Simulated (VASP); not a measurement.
# SiO2 (Ibam) in VASP: notebook

Runs on SiO2. Level: PBE+D3(BJ). Tasks: single point, molecular dynamics.

Everything below comes from runs of VASP 6.6.1. Logs are shortened: lines on timing, memory, paths and dates and some standing lists are left out, and cuts for length are marked.

## 1. The cell of the first run

Symmetry: Ibam, No. 72, orthorhombic system. Conventional cell: a = 4.720 Å, b = 8.360 Å, c = 5.160 Å, α = 90.00°, β = 90.00°, γ = 90.00°. Si (site symmetry 222) has 4 O at 1.87 Å and 2 Si at 2.58 Å within 2.6 Å. Within 2.5 Å of O (site symmetry m) lie 2 Si at 1.87 Å.

## 2. Single point, PBE+D3(BJ)

Input file INCAR:

```
  PREC = Accurate
  ENCUT = 700
  EDIFF = 1E-6
  ISMEAR = 0
  SIGMA = 0.1
  LREAL = Auto
  LASPH = True
  NELM = 120
  ALGO = Normal
  ISIF = 2
  LWAVE = False
  LCHARG = False
  GGA = PE
  IVDW = 12
  ISYM = -1
  NBANDS = 63
  GGA_COMPAT = False
```

Input file KPOINTS:

```
explicit points
4
Reciprocal
  0.25000000   0.25000000   0.25000000 2
  0.25000000   0.25000000   0.75000000 2
  0.25000000   0.75000000   0.25000000 2
  0.25000000   0.75000000   0.75000000 2
```

Input file POSCAR:

```
SiO2
1.0
    0.0000000000      0.0000000000      5.1600000000
    0.0000000000      8.3600000000      0.0000000000
   -7.0800000000     -4.1800000000     -2.5800000000
Si O
6 12
Direct
    0.0833333333      0.3333333333      0.6666666667
    0.7500000000      1.0000000000      0.0000000000
    0.4166666667      0.6666666667      0.3333333333
    0.5833333333      0.3333333333      0.6666666667
    0.2500000000      0.0000000000      0.0000000000
    0.9166666667      0.6666666667      0.3333333333
    0.7363333333      0.6263333333      0.4726666667
    0.4030000000      0.2930000000      0.8060000000
    0.0696666667      0.9596666667      0.1393333333
    0.7636666667      0.1536666667      0.5273333333
    0.4303333333      0.8203333333      0.8606666667
    0.0970000000      0.4870000000      0.1940000000
    0.2363333333      0.8463333333      0.4726666667
    0.9030000000      0.5130000000      0.8060000000
    0.5696666667      0.1796666667      0.1393333333
    0.2636666667      0.3736666667      0.5273333333
    0.9303333333      0.0403333333      0.8606666667
    0.5970000000      0.7070000000      0.1940000000
```

Potentials or basis: VASP PAW PBE potentials, release 64 (Si, O).

Command:

```sh
$ cat potpaw_PBE.64/Si/POTCAR potpaw_PBE.64/O/POTCAR > POTCAR
$ mpirun -np 1 vasp_std > vasp.out
```

OUTCAR:

```text
PREC = Accurate
   ENCUT = 700
   EDIFF = 1E-6
   ISMEAR = 0
   LREAL = Auto
   LASPH = True
   NELM = 120
   ISIF = 2
   GGA = PE
   IVDW = 12
   ISYM = -1
 IVDW          = 12

 ion  position               nearest neighbor table
   1  0.083  0.333  0.667-  10 1.87   8 1.87  14 1.87  16 1.87   4 2.58   4 2.58
   2  0.750  0.000  0.000-  17 1.87   9 1.87  15 1.87  11 1.87   5 2.58   5 2.58
   3  0.417  0.667  0.333-  18 1.87  13 1.87  12 1.87   7 1.87   6 2.58   6 2.58
   4  0.583  0.333  0.667-   8 1.87  10 1.87  14 1.87  16 1.87   1 2.58   1 2.58
   5  0.250  0.000  0.000-   9 1.87  17 1.87  11 1.87  15 1.87   2 2.58   2 2.58
   6  0.917  0.667  0.333-  13 1.87  18 1.87  12 1.87   7 1.87   3 2.58   3 2.58
   7  0.736  0.626  0.473-   3 1.87   6 1.87
   8  0.403  0.293  0.806-   4 1.87   1 1.87
   9  0.070  0.960  0.139-   5 1.87   2 1.87
  10  0.764  0.154  0.527-   1 1.87   4 1.87
  11  0.430  0.820  0.861-   5 1.87   2 1.87
  12  0.097  0.487  0.194-   6 1.87   3 1.87
  13  0.236  0.846  0.473-   6 1.87   3 1.87
  14  0.903  0.513  0.806-   1 1.87   4 1.87
  15  0.570  0.180  0.139-   2 1.87   5 1.87
  16  0.264  0.374  0.527-   4 1.87   1 1.87
  17  0.930  0.040  0.861-   2 1.87   5 1.87
  18  0.597  0.707  0.194-   3 1.87   6 1.87

IMPORTANT INFORMATION: All symmetrisations will be switched off!
NOSYMM: (Re-)initialisation of all symmetry stuff for point group C_1.

----------------------------------------------------------------------------------------

                                     Primitive cell

  volume of cell :     305.4142

  direct lattice vectors                    reciprocal lattice vectors
     0.000000000  0.000000000  5.160000000    -0.070621469  0.000000000  0.193798450
     0.000000000  8.360000000  0.000000000    -0.070621469  0.119617225  0.000000000
    -7.080000000 -4.180000000 -2.580000000    -0.141242938  0.000000000  0.000000000

  length of vectors
     5.160000000  8.360000000  8.617145699     0.206264953  0.138908864  0.141242938

  position of ions in fractional coordinates (direct lattice)
     0.083333333  0.333333333  0.666666667
     0.750000000  0.000000000  0.000000000
     0.416666667  0.666666667  0.333333333
     0.583333333  0.333333333  0.666666667
     0.250000000  0.000000000  0.000000000
     0.916666667  0.666666667  0.333333333
[... 10 lines left out ...]
     0.930333333  0.040333333  0.860666667
     0.597000000  0.707000000  0.194000000

  ion indices of the primitive-cell ions
   primitive index   ion index
                 1           1
                 2           2
                 3           3
                 4           4
                 5           5
                 6           6
[... 10 lines left out ...]
                17          17
                18          18

[... 44 lines left out ...]
   NUPDOWN=      -1.0000    fix difference up-down
   EMIN   =  10.00;   EMAX   =-10.00  energy-range for DOS
   EFERMI =   0.00;   METHOD = LEGACY
   ISMEAR =     0;   SIGMA  =   0.10  broadening in eV -4-tet -1-fermi 0-gaus
   EFERMI_NEDOS =   21; number of points for ismear=-14 and -15
   IALGO  =     38    algorithm
   IMIX   =      4    mixing-type and parameters
     AMIX     =   0.40;   BMIX     =  1.00
     AMIX_MAG =   1.60;   BMIX_MAG =  1.00
  volume/ion in A,a.u.               =      16.97       114.50
  Fermi-wavevector in a.u.,A,eV,Ry     =   1.113103  2.103460 16.857606  1.238999
  Thomas-Fermi vector in A             =   2.249685
   LORBIT       =      0    0 simple, 1 ext, 2 COOP (PROOUT), +10 PAW based schemes
   GGA     = PE    functional components
   LHFCALC =     F    Hartree Fock is set to
   AEXX    =    0.0000 exact exchange contribution
   IVDW    =    12    specifies the selected vdW correction
   LEPSILON=     F    determine dielectric tensor
   LRPA    =     F    only Hartree local field effects (RPA)
 non-spin polarized calculation
 Gauss-broadening in eV      SIGMA  =   0.10
  energy-cutoff  :      700.00
  volume of cell :      305.41
 maximum number of plane-waves:     12848
 NGX is ok and might be reduce to    48
   NGX = 23   NGY = 37   NGZ = 37

 number of electron      96.0000000 magnetization

 Free energy of the ion-electron system (eV)
  ---------------------------------------------------
  ext. energy  EPLUGINS =         0.00000000
  ---------------------------------------------------
  free energy    TOTEN  =      -125.91336689 eV

  energy without entropy =     -125.91336689  energy(sigma->0) =     -125.91336689

 E-fermi :  -0.3417     XC(G=0):  -8.1424

 val. band max:       -0.8651055419   @ k =   0.2500   0.7500   0.7500
 cond. band min:       2.9638380154   @ k =   0.2500   0.2500   0.7500
 fundamental gap:      3.8289435572
 Fermi energy:        -0.3417064299

 k-point     1 :       0.2500    0.2500    0.2500
  band No.  band energies     occupation
      1     -18.5168      2.00000
      2     -18.5168      2.00000
      3     -18.5005      2.00000
      4     -17.8800      2.00000
      5     -17.8293      2.00000
      6     -17.8293      2.00000
[... 241 lines left out ...]
     59       6.0566      0.00000
     60       6.2322      0.00000
 [bands above 60 left out]

------------------------ aborting loop because EDIFF is reached ----------------------------------------

 Edisp (eV)   -1.80341

 E8    (eV) :    -0.5905

  FORCE on cell =-STRESS in cart. coord.  units (eV):
  Direction    XX          YY          ZZ          XY          YZ          ZX
  --------------------------------------------------------------------------------------
  -------------------------------------------------------------------------------------
  Total     -42.33610   -37.40406   -72.01599     0.00147     0.00210    -0.00502
  in kB    -222.09164  -196.21857  -377.78984     0.00771     0.01104    -0.02634
  external pressure =     -265.37 kB  Pullay stress =        0.00 kB

 VOLUME and BASIS-vectors are now :
 -----------------------------------------------------------------------------
  energy-cutoff  :      700.00
  volume of cell :      305.41
      direct lattice vectors                 reciprocal lattice vectors
     0.000000000  0.000000000  5.160000000    -0.070621469  0.000000000  0.193798450
     0.000000000  8.360000000  0.000000000    -0.070621469  0.119617225  0.000000000
    -7.080000000 -4.180000000 -2.580000000    -0.141242938  0.000000000  0.000000000

 POSITION                                       TOTAL-FORCE (eV/Angst)
 -----------------------------------------------------------------------------------
     -4.72000     -0.00000     -1.29000         0.002162      0.001391     -0.000060
      0.00000      0.00000      3.87000        -0.000093      0.000000      0.000960
     -2.36000      4.18000      1.29000        -0.002152     -0.001138     -0.000316
     -4.72000     -0.00000      1.29000         0.002169      0.001084      0.000317
      0.00000      0.00000      1.29000         0.000127     -0.000019     -0.000963
     -2.36000      4.18000      3.87000        -0.002143     -0.001446      0.000062
[... 10 lines left out ...]
     -6.09352     -3.26040      2.58000        -3.447355     -3.103588      0.000190
     -1.37352      5.09960      2.58000        -3.446393     -3.102969      0.001157
 -----------------------------------------------------------------------------------
    total drift:                               -0.000426      0.000759     -0.000008

  FREE ENERGIE OF THE ION-ELECTRON SYSTEM (eV)
  ---------------------------------------------------
  free  energy   TOTEN  =      -127.7167729596 eV

  energy  without entropy=     -127.7167729596  energy(sigma->0) =     -127.71677296
```

stdout:

```text
POSCAR found type information on POSCAR SiO
 POSCAR found :  2 types and      18 ions
 scaLAPACK will be used
 LDA part: xc-table for (Slater+PW92), standard interpolation
 POSCAR, INCAR and KPOINTS ok, starting setup
 FFT: planning ... GRIDC
 FFT: planning ... GRID_SOFT
 FFT: planning ... GRID
 WAVECAR not read
 entering main loop
```

It took 2.2 min on 1 thread of Intel Xeon Platinum 8559C (Emerald Rapids), shared host; peak memory 0.56 GiB.

What came out:

```yaml
Free_energy: -127.7168 eV
Pressure: -26.5 GPa
Largest_force: 4.640 eV/Å
Band_gap_on_the_k_mesh: 3.83 eV
Dispersion_energy_per_atom: -0.100 eV
```

Forces in eV/Å, atoms in the order of the input:
```
Si   0.002  0.001  0.000
Si   0.000  0.000  0.001
Si  -0.002 -0.001  0.000
Si   0.002  0.001  0.000
Si   0.000  0.000 -0.001
Si  -0.002 -0.001  0.000
O    3.448  3.105  0.000
O    3.446  3.103 -0.001
O    3.448  3.104  0.000
O   -3.445  3.101 -0.001
O   -3.446  3.104  0.002
O   -3.447  3.102 -0.002
O    3.445 -3.101  0.001
O    3.447 -3.102  0.002
O    3.446 -3.104 -0.002
O   -3.448 -3.105  0.000
O   -3.447 -3.104  0.000
O   -3.446 -3.103  0.001
```

Caveat: the stress differs along the axes, from -38 to -20 GPa; a shifted mesh leaves out Γ, where band edges can lie; forces of over 1 eV/Å act on the atoms, so gaps and moduli don't describe the material at rest.

## 3. Molecular dynamics, PBE+D3(BJ)

Input file INCAR:

```
  PREC = Normal
  ENCUT = 440
  EDIFF = 1E-5
  ISMEAR = -1
  SIGMA = 0.2241
  LREAL = Auto
  LASPH = True
  NELM = 120
  ALGO = Normal
  ISIF = 2
  LWAVE = False
  LCHARG = False
  GGA = PE
  IVDW = 12
  IBRION = 0
  NSW = 23
  POTIM = 1.0
  TEBEG = 2600.0
  TEEND = 2600.0
  ISYM = -1
  NELMIN = 4
  RANDOM_SEED = 28577 0 0
  MDALGO = 2
  SMASS = 0
  GGA_COMPAT = False
  MAXMIX = 40
```

KPOINTS is that of step 2.

POSCAR, as its differences from that of step 2:

```diff
@@ -2,5 +2,5 @@
 1.0
-    0.0000000000      0.0000000000      5.1600000000
-    0.0000000000      8.3600000000      0.0000000000
-   -7.0800000000     -4.1800000000     -2.5800000000
+    0.0000000000      0.0000000000      5.3265653958
+    0.0000000000      8.6298617652      0.0000000000
+   -7.3085432174     -4.3149308826     -2.6632826979
 Si O
```

Potentials or basis: VASP PAW PBE potentials, release 64 (Si, O).

Command:

```sh
$ cat potpaw_PBE.64/Si/POTCAR potpaw_PBE.64/O/POTCAR > POTCAR
$ mpirun -np 1 vasp_std > vasp.out
```

Run time: 5.8 min. Hardware: 1 thread of Intel Xeon Platinum 8559C (Emerald Rapids), shared host; peak memory 0.34 GiB.

Results (log left out):

| Item | Value |
| --- | --- |
| Dispersion energy per atom | -0.088 eV |

The path:
| step | potential energy change (eV) | largest force (eV/Å) | pressure (GPa) | volume (Å³) | temperature (K) |
| --- | --- | --- | --- | --- | --- |
| 1 | 0.0000 | 5.1032 | -28.91 | 335.96 | 2597 |
| 2 | -0.0251 | 5.3794 | -28.85 | 335.96 | 2611 |
| 3 | -0.1894 | 5.6007 | -28.61 | 335.96 | 2685 |
| 4 | -0.4837 | 5.7687 | -28.30 | 335.96 | 2816 |
| 5 | -0.8914 | 5.8839 | -27.77 | 335.96 | 2991 |
| 6 | -1.3882 | 5.9650 | -27.08 | 335.96 | 3194 |
| 7 | -1.9408 | 6.0145 | -26.15 | 335.96 | 3402 |
| 8 | -2.5113 | 6.0338 | -25.10 | 335.96 | 3588 |
| 9 | -3.0577 | 6.0187 | -23.70 | 335.96 | 3726 |
| 10 | -3.5388 | 5.9740 | -22.26 | 335.96 | 3790 |
| 11 | -3.9175 | 5.8937 | -20.42 | 335.96 | 3764 |
| 12 | -4.1693 | 5.7819 | -18.56 | 335.96 | 3644 |
| 13 | -4.2851 | 5.6191 | -16.58 | 335.96 | 3438 |
| 14 | -4.2739 | 6.0534 | -14.43 | 335.96 | 3166 |
| 15 | -4.1629 | 7.0146 | -12.39 | 335.96 | 2855 |
| 16 | -3.9897 | 7.7506 | -10.43 | 335.96 | 2537 |
| 17 | -3.7976 | 8.2051 | -8.64 | 335.96 | 2239 |
| 18 | -3.6266 | 8.3661 | -7.13 | 335.96 | 1982 |
| 19 | -3.5101 | 8.2299 | -5.84 | 335.96 | 1779 |
| 20 | -3.4693 | 7.8389 | -4.89 | 335.96 | 1638 |
| 21 | -3.5129 | 7.2505 | -4.24 | 335.96 | 1558 |
| 22 | -3.6378 | 6.5125 | -3.85 | 335.96 | 1532 |
| 23 | -3.8307 | 5.8552 | -3.80 | 335.96 | 1553 |

Caveat: the cell differs from its parent crystal (dynamics (nvt nose hoover) at 2600 K, volume x 1.1, from the last frame before); the cutoff is under 1.25 times the usual one of these potentials, so pressure, stress and relaxed cells hold a basis-set (Pulay) error.
